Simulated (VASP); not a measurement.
A run of VASP 6.6.1:

The input INCAR:

```
PREC = Accurate
ENCUT = 600
EDIFF = 1E-6
ISMEAR = -1
SIGMA = 0.02
LREAL = F
LASPH = T
NELM = 100
ALGO = Normal
ISIF = 3
LWAVE = F
LCHARG = F
GGA = CA
IBRION = 2
NSW = 80
EDIFFG = -0.005
```

KPOINTS

```
Automatic mesh
0
Gamma
  6 6 6
```

Contents of POSCAR:

```
KBr
1.0
    0.0000000000      3.3504479108      3.3504479108
    3.3504479108      0.0000000000      3.3504479108
    3.3504479108      3.3504479108      0.0000000000
K Br
1 1
Direct
    0.0000000000      0.0000000000      0.0000000000
    0.5000000000      0.5000000000      0.5000000000
```

Potentials or basis: VASP PAW LDA potentials, release 64 (K_sv, Br).

The run is started by

```sh
$ cat potpaw_LDA.64/K_sv/POTCAR potpaw_LDA.64/Br/POTCAR > POTCAR
$ mpirun -np 1 vasp_std > vasp.out
```

Hardware: 1 thread of Intel Xeon 8259CL, with other jobs on the host.

Problem. How long does it take, and how much memory?

Solution. Run time: 96 s on 1 thread of Intel Xeon 8259CL, on a shared host, peak memory 0.21 GiB. Counts: scf iterations 36, k points 16, ion steps 4.
